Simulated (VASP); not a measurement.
# Mg (P6_3/mmc) in VASP: single point with PBE

Aim: the single point of Mg with PBE.

Everything below comes from runs of VASP 6.6.1. Logs are shortened: lines on timing, memory, paths and dates and some standing lists are left out, and cuts for length are marked.

## (1) The cell of the first run

It takes space group P6_3/mmc (No. 194, hexagonal). Conventional cell: a = 3.200 Å, b = 3.200 Å, c = 5.178 Å, α = 90.00°, β = 90.00°, γ = 120.00°. Within 4.2 Å of Mg (site symmetry -6m2) lie 12 Mg at 3.18 to 3.20 Å.

## (2) Single point, PBE

Contents of INCAR:

```
PREC = Accurate
ENCUT = 520
EDIFF = 1E-6
ISMEAR = -1
SIGMA = 0.05
LREAL = F
LASPH = T
NELM = 60
ALGO = Normal
ISIF = 2
LWAVE = F
LCHARG = T
GGA = PE
LELF = T
LVHAR = T
NBANDS = 9
```

Contents of KPOINTS:

```
Automatic mesh
0
Gamma
  12 12 7
```

Contents of POSCAR:

```
Mg
1.0
    1.5999359946     -2.7711704315      0.0000000000
    1.5999359946      2.7711704316      0.0000000000
    0.0000000000      0.0000000000      5.1784189946
Mg
2
Direct
    0.6666666670      0.3333333330      0.2500000000
    0.3333333330      0.6666666670      0.7500000000
```

Potentials or basis: VASP PAW PBE potentials, release 64 (Mg).

Command:

```bash
> cat potpaw_PBE.64/Mg/POTCAR > POTCAR
> mpirun -np 1 vasp_std > vasp.out
```

OUTCAR:

```text
PREC = Accurate
   ENCUT = 520
   EDIFF = 1E-6
   ISMEAR = -1
   LREAL = F
   LASPH = T
   NELM = 60
   ISIF = 2
   GGA = PE

 ion  position               nearest neighbor table
   1  0.667  0.333  0.250-   2 3.18   2 3.18   2 3.18   2 3.18   2 3.18   2 3.18
   2  0.333  0.667  0.750-   1 3.18   1 3.18   1 3.18   1 3.18   1 3.18   1 3.18

  LATTYP: Found a hexagonal cell.
 ALAT       =     3.1998719892
 C/A-ratio  =     1.6183206741

  Lattice vectors:

 A1 = (   1.5999359946,  -2.7711704315,   0.0000000000)
 A2 = (   1.5999359946,   2.7711704316,   0.0000000000)
 A3 = (   0.0000000000,   0.0000000000,   5.1784189946)

Analysis of symmetry for initial positions (statically):
=====================================================================
 Subroutine PRICEL returns:
 Original cell was already a primitive cell.

 Routine SETGRP: Setting up the symmetry group for a
 hexagonal supercell.

 Subroutine GETGRP returns: Found 24 space group operations
 (whereof 12 operations were pure point group operations)
 out of a pool of 24 trial point group operations.

The static configuration has the point symmetry D_3d.
 The point group associated with its full space group is D_6h.

Analysis of symmetry for dynamics (positions and initial velocities):
=====================================================================
 Subroutine PRICEL returns:
 Original cell was already a primitive cell.

 Routine SETGRP: Setting up the symmetry group for a
 hexagonal supercell.

 Subroutine GETGRP returns: Found 24 space group operations
 (whereof 12 operations were pure point group operations)
 out of a pool of 24 trial point group operations.

The dynamic configuration has the point symmetry D_3d.
 The point group associated with its full space group is D_6h.

 Subroutine INISYM returns: Found 24 space group operations
 (whereof 12 operations are pure point group operations),
 and found     1 'primitive' translations

----------------------------------------------------------------------------------------

                                     Primitive cell

  volume of cell :      45.9191

  direct lattice vectors                    reciprocal lattice vectors
     1.599935995 -2.771170431  0.000000000     0.312512502 -0.180429177  0.000000000
     1.599935995  2.771170432  0.000000000     0.312512502  0.180429177  0.000000000
     0.000000000  0.000000000  5.178418995     0.000000000  0.000000000  0.193109133

  length of vectors
     3.199871989  3.199871989  5.178418995     0.360858354  0.360858354  0.193109133

  position of ions in fractional coordinates (direct lattice)
     0.666666667  0.333333333  0.250000000
     0.333333333  0.666666667  0.750000000

  ion indices of the primitive-cell ions
   primitive index   ion index
                 1           1
                 2           2

----------------------------------------------------------------------------------------

 KPOINTS: Automatic mesh

Automatic generation of k-mesh.
 Grid dimensions read from file:
 generate k-points for:   12   12    7

 Generating k-lattice:

  Cartesian coordinates                     Fractional coordinates (reciprocal lattice)
     0.026042708 -0.015035765  0.000000000     0.083333333  0.000000000  0.000000000
     0.026042708  0.015035765  0.000000000    -0.000000000  0.083333333  0.000000000
     0.000000000  0.000000000  0.027587019     0.000000000  0.000000000  0.142857143

  Length of vectors
     0.030071529  0.030071529  0.027587019

  Shift w.r.t. Gamma in fractional coordinates (k-lattice)
     0.000000000  0.000000000  0.000000000

 Subroutine IBZKPT returns following result:
 ===========================================

 Found     76 irreducible k-points:

 Following reciprocal coordinates:
            Coordinates               Weight
  0.000000  0.000000  0.000000      1.000000
  0.083333 -0.000000  0.000000      6.000000
  0.166667 -0.000000  0.000000      6.000000
  0.250000 -0.000000  0.000000      6.000000
  0.333333 -0.000000  0.000000      6.000000
  0.416667  0.000000  0.000000      6.000000
[... 16 lines left out ...]
  0.250000 -0.000000  0.142857     12.000000
  0.333333 -0.000000  0.142857     12.000000
 [... further k-points ...]
   k-points           NKPTS =     76   k-points in BZ     NKDIM =     76   number of bands    NBANDS=      9
   number of dos      NEDOS =    301   number of ions     NIONS =      2
   total plane-waves  NPLWV =  23040
   dimension x,y,z NGX =    24 NGY =   24 NGZ =   40
   dimension x,y,z NGXF=    48 NGYF=   48 NGZF=   80
   ions per type =               2
   NGX,Y,Z   is equivalent  to a cutoff of  12.47, 12.47, 12.84 a.u.
   NGXF,Y,Z  is equivalent  to a cutoff of  24.94, 24.94, 25.68 a.u.
 SYSTEM =  unknown system
   PREC   = accura    normal or accurate (medium, high low for compatibility)
   ISTART =      0    job   : 0-new  1-cont  2-samecut
   ICHARG =      2    charge: 1-file 2-atom 10-const
   ISPIN  =      1    spin polarized calculation?
   LNONCOLLINEAR =      F non collinear calculations
   LSORBIT =      F    spin-orbit coupling
   LASPH  =      T    aspherical Exc in radial PAW
   ENCUT  =  520.0 eV  38.22 Ry    6.18 a.u.   5.95  5.95  9.63*2*pi/ulx,y,z
   NELM   =     60;   NELMIN=  2; NELMDL= -5     # of ELM steps
   EDIFF  = 0.1E-05   stopping-criterion for ELM
   LREAL  =      F    real-space projection
   EDIFFG = 0.1E-04   stopping-criterion for IOM
   NSW    =      0    number of steps for IOM
   IBRION =     -1    ionic relax: 0-MD 1-quasi-New 2-CG
   NFREE  =      0    steps in history (QN), initial steepest desc. (CG)
   ISIF   =      2    stress and relaxation
   ISYM   =      2    0-nonsym 1-usesym 2-fastsym
   POTIM  = 0.5000    time-step for ionic-motion
   TEBEG  =    0.0;   TEEND  =   0.0 temperature during run
   PSTRESS=    0.0 pullay stress
   NELECT =       4.0000    total number of electrons
   NUPDOWN=      -1.0000    fix difference up-down
   EMIN   =  10.00;   EMAX   =-10.00  energy-range for DOS
   EFERMI =   0.00;   METHOD = LEGACY
   ISMEAR =    -1;   SIGMA  =   0.05  broadening in eV -4-tet -1-fermi 0-gaus
   EFERMI_NEDOS =   21; number of points for ismear=-14 and -15
   IALGO  =     38    algorithm
   IMIX   =      4    mixing-type and parameters
     AMIX     =   0.40;   BMIX     =  1.00
     AMIX_MAG =   1.60;   BMIX_MAG =  1.00
  volume/ion in A,a.u.               =      22.96       154.94
  Fermi-wavevector in a.u.,A,eV,Ry     =   0.725711  1.371395  7.165600  0.526657
  Thomas-Fermi vector in A             =   1.816502
   LORBIT       =      0    0 simple, 1 ext, 2 COOP (PROOUT), +10 PAW based schemes
   GGA     = PE    functional components
   LHFCALC =     F    Hartree Fock is set to
   AEXX    =    0.0000 exact exchange contribution
   IVDW    =     0    specifies the selected vdW correction
   LEPSILON=     F    determine dielectric tensor
   LRPA    =     F    only Hartree local field effects (RPA)
 non-spin polarized calculation
  energy-cutoff  :      520.00
  volume of cell :       45.92
 maximum number of plane-waves:      1257
 NGX is ok and might be reduce to    24
   NGX = 11   NGY = 11   NGZ = 19

 number of electron       4.0000000 magnetization

 Free energy of the ion-electron system (eV)
  ---------------------------------------------------
  ext. energy  EPLUGINS =         0.00000000
  ---------------------------------------------------
  free energy    TOTEN  =        -3.01657195 eV

  energy without entropy =       -3.00935236  energy(sigma->0) =       -3.01296215

 E-fermi :   2.5747     XC(G=0):  -8.4908

 val. band max:        2.5746653282   @ k =   0.2500  -0.0000   0.0000
 cond. band min:       2.5880965825   @ k =   0.2500   0.0833   0.0000
 fundamental gap:      0.0134312543
 Fermi energy:         2.5747068122

 k-point     1 :       0.0000    0.0000    0.0000
  band No.  band energies     occupation
      1      -4.2983      2.00000
      2       0.9659      2.00000
      3       1.4213      2.00000
      4      13.5373      0.00000
      5      13.5373      0.00000
      6      13.6433      0.00000
      7      13.6433      0.00000
      8      14.4796      0.00000
      9      16.0208      0.00000

 k-point     2 :       0.0833   -0.0000    0.0000
  band No.  band energies     occupation
      1      -4.1619      2.00000
      2       1.0905      2.00000
      3       1.5538      2.00000
      4      11.2649      0.00000
      5      12.3335      0.00000
      6      13.1482      0.00000
      7      15.0343      0.00000
      8      15.3729      0.00000
      9      15.9544      0.00000

 k-point     3 :       0.1667   -0.0000    0.0000
  band No.  band energies     occupation
      1      -3.7539      2.00000
      2       1.4645      2.00000
      3       1.9463      1.99999
      4       8.7456      0.00000
      5      11.3037      0.00000
      6      11.9340      0.00000
      7      13.4823      0.00000
      8      14.4093      0.00000
      9      15.8972      0.00000

 k-point     4 :       0.2500   -0.0000    0.0000
  band No.  band energies     occupation
      1      -3.0777      2.00000
      2       2.0885      1.99988
      3       2.5747      1.00041
      4       6.4172      0.00000
      5      10.5037      0.00000
      6      10.6354      0.00000
      7      11.1346      0.00000
      8      12.8206      0.00000
      9      15.0080      0.00000
[... 205 lines left out ...]
 k-point    22 :       0.1667   -0.0000    0.1429
  band No.  band energies     occupation
      1      -3.6397      2.00000
      2       0.2667      2.00000
      3       3.3387      0.00000
      4       8.8451      0.00000
      5      11.3995      0.00000
      6      11.7646      0.00000
      7      12.7976      0.00000
      8      14.4621      0.00000
      9      14.7496      0.00000

 k-point    23 :       0.2500   -0.0000    0.1429
  band No.  band energies     occupation
      1      -2.9643      2.00000
      2       0.9101      2.00000
      3       3.9310      0.00000
      4       6.5358      0.00000
      5       9.8663      0.00000
      6      10.5999      0.00000
      7      11.4688      0.00000
      8      13.4158      0.00000
      9      13.9793      0.00000

 k-point    24 :       0.3333   -0.0000    0.1429
  band No.  band energies     occupation
      1      -2.0268      2.00000
      2       1.7887      2.00000
      3       4.0682      0.00000
      4       5.1466      0.00000
      5       7.8830      0.00000
      6      10.0297      0.00000
      7      10.2305      0.00000
      8      12.0196      0.00000
      9      13.3996      0.00000

 [... further k-points ...]

------------------------ aborting loop because EDIFF is reached ----------------------------------------

  FORCE on cell =-STRESS in cart. coord.  units (eV):
  Direction    XX          YY          ZZ          XY          YZ          ZX
  --------------------------------------------------------------------------------------
  -------------------------------------------------------------------------------------
  Total        0.0163283      0.0163283     -0.1872039      0.0000000     -0.0000000     -0.0000000
  in kB        0.5697172      0.5697172     -6.5317941      0.0000000     -0.0000000     -0.0000000
  external PRESSURE =      -1.7974532 kB  Pullay stress =       0.0000000 kB

 VOLUME and BASIS-vectors are now :
 -----------------------------------------------------------------------------
  energy-cutoff  :      520.00
  volume of cell :       45.92
      direct lattice vectors                 reciprocal lattice vectors
     1.599935995 -2.771170431  0.000000000     0.312512502 -0.180429177  0.000000000
     1.599935995  2.771170432  0.000000000     0.312512502  0.180429177  0.000000000
     0.000000000  0.000000000  5.178418995     0.000000000  0.000000000  0.193109133

 POSITION                                       TOTAL-FORCE (eV/Angst)
 -----------------------------------------------------------------------------------
      1.59994     -0.92372      1.29460        -0.000000      0.000000      0.000000
      1.59994      0.92372      3.88381         0.000000      0.000000      0.000000
 -----------------------------------------------------------------------------------
    total drift:                                0.000000     -0.000000      0.000000

  FREE ENERGIE OF THE ION-ELECTRON SYSTEM (eV)
  ---------------------------------------------------
  free  energy   TOTEN  =        -3.0165719475 eV

  energy  without entropy=       -3.0093523584  energy(sigma->0) =       -3.01296215
```

Run time: 15 s. Hardware: 1 thread of Intel Xeon Platinum 8375C at 2.90GHz (Ice Lake), shared host; peak memory 0.17 GiB.

Results:

```yaml
Free_energy: -3.0166 eV
Pressure: -0.2 GPa
Band_gap_on_the_k_mesh: zero (band 2 reaches 3.62 eV, above the bottom of band 3 at 1.42 eV)
```

Stress tensor (GPa, compression positive):
```
 0.06  0.00  0.00
 0.00  0.06  0.00
 0.00  0.00 -0.65
```
